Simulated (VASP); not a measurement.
Set up this calculation in VASP 6.6.1, as the native input.

```yaml
Task: single point
Functional: PBE
Potentials_or_basis: VASP PAW PBE potentials, release 64 (Mg, O)
Cutoff: 520 eV
k_mesh: 9 × 9 × 6
Occupations: gaussian, width 0.05 eV
Spin: no spin polarisation
Dipole_correction: no
Further_INCAR_settings: ALGO = Normal; EDIFF = 1e-07; NBANDS = 16
```

The structure of MgO lies in POSCAR:

```
MgO
1.0
    3.5401019341      0.0000000000      0.0000000000
   -1.7700509671      3.0658182069      0.0000000000
    0.0000000000      0.0000000000      4.1274048449
Mg O
2 2
Direct
    0.6666666667      0.3333333333      0.7500000000
    0.3333333333      0.6666666667      0.2500000000
    0.6666666667      0.3333333333      0.2500000000
    0.3333333333      0.6666666667      0.7500000000
```

This cell differs from its parent crystal: volume 11.199 Å^3 an atom, c/a of the conventional cell 1.1659.

The input as run:

INCAR

```
SYSTEM = MgO
  ALGO = Normal
  EDIFF = 1E-7
  ENCUT = 520
  GGA = PE
  ISIF = 2
  ISMEAR = 0
  LASPH = .TRUE.
  LCHARG = .FALSE.
  LREAL = .FALSE.
  LWAVE = .FALSE.
  NBANDS = 16
  NELM = 60
  PREC = Accurate
  SIGMA = 0.05
```

KPOINTS

```
k-points
0
G
  9 9 6
  0 0 0
```

Potentials or basis: VASP PAW PBE potentials, release 64 (Mg, O).

Run with:

```console
$ cat potpaw_PBE.64/Mg/POTCAR potpaw_PBE.64/O/POTCAR > POTCAR
$ mpirun -np 1 vasp_std > vasp.out
```

Results of the run:

| Property | Result |
| --- | --- |
| Pressure | 1.9 GPa |
| Band gap on the k mesh | 3.38 eV, direct |

Wall time 34 s on 1 thread of Intel(R) Xeon(R) 6975P-C (Granite Rapids), with other jobs on the host, peak memory 0.17 GiB.
